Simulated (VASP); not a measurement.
Here is a VASP 6.6.1 calculation.

Contents of INCAR:

```
SYSTEM = MgS
ALGO = Normal
EDIFF = 1E-6
ENCUT = 600
GGA = PE
GGA_COMPAT = .FALSE.
ISIF = 2
ISMEAR = 0
LASPH = .TRUE.
LCHARG = .FALSE.
LREAL = .FALSE.
LWAVE = .FALSE.
NBANDS = 11
NELM = 120
PREC = Accurate
SIGMA = 0.01
```

Contents of KPOINTS:

```
k-points
0
G
  6 6 6
  0 0 0
```

File POSCAR:

```
MgS
1.0
    0.0000000000      2.7828867749      2.7828867749
    2.7828867749      0.0000000000      2.7828867749
    2.7828867749      2.7828867749      0.0000000000
Mg S
1 1
Direct
    0.0000000000      0.0000000000      0.0000000000
    0.2500000000      0.2500000000      0.2500000000
```

Potentials or basis: VASP PAW PBE potentials, release 64 (Mg, S).

Run with:

```bash
$ cat potpaw_PBE.64/Mg/POTCAR potpaw_PBE.64/S/POTCAR > POTCAR
$ mpirun -np 1 vasp_std > vasp.out
```

(1) What does it give for the pressure?

(2) Predict the band gap on the k mesh.

Results:

(1) 4.3 GPa.

(2) 3.72 eV, direct.
